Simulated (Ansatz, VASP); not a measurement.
## Si2Ni in VASP and in Ansatz

```xyz
3
Lattice="0.0000 2.6957 2.5879 2.6957 0.0000 2.5879 2.6957 2.6957 0.0000" Properties=species:S:1:pos:R:3 pbc="T T T"
Si    1.3479    1.3479    1.2939
Si    4.0436    4.0436    3.8818
Ni    0.0000    0.0000    0.0000
```

Change from the starting cell: strain +0.000 along x and y, -0.040 along z, atoms carried along.

Alike in both runs: task single point; functional PBEsol; k mesh 16 × 16 × 16; occupations gaussian, width 0.15 eV; no spin polarisation.

```csv
,VASP,Ansatz
version,VASP 6.6.1,Ansatz 0.2.0
potentials or method,"VASP PAW PBE potentials, release 64 (Si, Ni), cutoff 520 eV","scalar-relativistic, plane waves, PAW"
valence electrons in the cell,18,26
```

|  | VASP | Ansatz | Ansatz less VASP |
| --- | --- | --- | --- |
| gap on the k mesh at the Fermi level (eV) | none | none | - |
| pressure (GPa) | 7.0 | 7.0 | -0.03 |
| traceless stress, the component that is largest in VASP (GPa) | 1.55 | 1.57 | +0.020 |

VASP's potentials were made for PBE, not for PBEsol. A gap of «none» marks a metal or a gap that the smearing closes. With one functional, cell and mesh, what is left measures potentials, basis and numerics. VASP's potentials hold 18 valence electrons a cell and Ansatz's 26, so a difference there can come from the potentials and not from the codes.
